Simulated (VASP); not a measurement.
Write the native input for VASP 6.6.1 that does the following.

```
Task                   : single point
Functional             : PBE
Potentials or basis    : VASP PAW PBE potentials, release 64 (Ag, Sb)
Cutoff                 : 500 eV
k mesh                 : 4 × 4 × 3
Occupations            : gaussian, width 0.2 eV
Spin                   : no spin polarisation
Dipole correction      : no
Further INCAR settings : ALGO = Normal; EDIFF = 1e-06; NBANDS = 30
```

The structure of Ag3Sb2 lies in POSCAR:

```
Ag3Sb2
1.0
    5.6670022390      0.0000000032      0.0000000000
   -2.8335011223      4.9077679006      0.0000000000
    0.0000000000      0.0000000000      5.9216357206
Ag Sb
3 2
Direct
    0.5000000000      0.0000000000      0.5000000000
    0.0000000000      0.5000000000      0.5000000000
    0.5000000000      0.5000000000      0.5000000000
    0.0000000000      0.0000000000      0.5000000000
    0.0000000000      0.0000000000      0.0000000000
```

The cell was generated, and may not be a known phase.

These files were run (other wordings do the same):

INCAR

```
SYSTEM = Ag3Sb2
PREC = Accurate
ENCUT = 500
EDIFF = 1E-6
ISMEAR = 0
SIGMA = 0.2
LREAL = .False.
LASPH = .True.
NELM = 120
ALGO = Normal
ISIF = 2
LWAVE = .False.
LCHARG = .False.
GGA = PE
NBANDS = 30
GGA_COMPAT = .False.
```

KPOINTS

```
regular mesh
0
Gamma
  4 4 3
  0 0 0
```

Potentials or basis: VASP PAW PBE potentials, release 64 (Ag, Sb).

Run with:

```console
$ cat potpaw_PBE.64/Ag/POTCAR potpaw_PBE.64/Sb/POTCAR > POTCAR
$ mpirun -np 1 vasp_std > vasp.out
```

Results of the run:

```json
{
 "Pressure": "0.1 GPa",
 "Band gap on the k mesh": "zero (an odd number of electrons rules out a gap without spin polarisation)"
}
```

Caveat: spin-orbit coupling is left out, which moves the levels of the heavy elements.

Run time: 48 s on 1 thread of AMD EPYC 7R13, with other jobs on the host, peak memory 0.24 GiB.
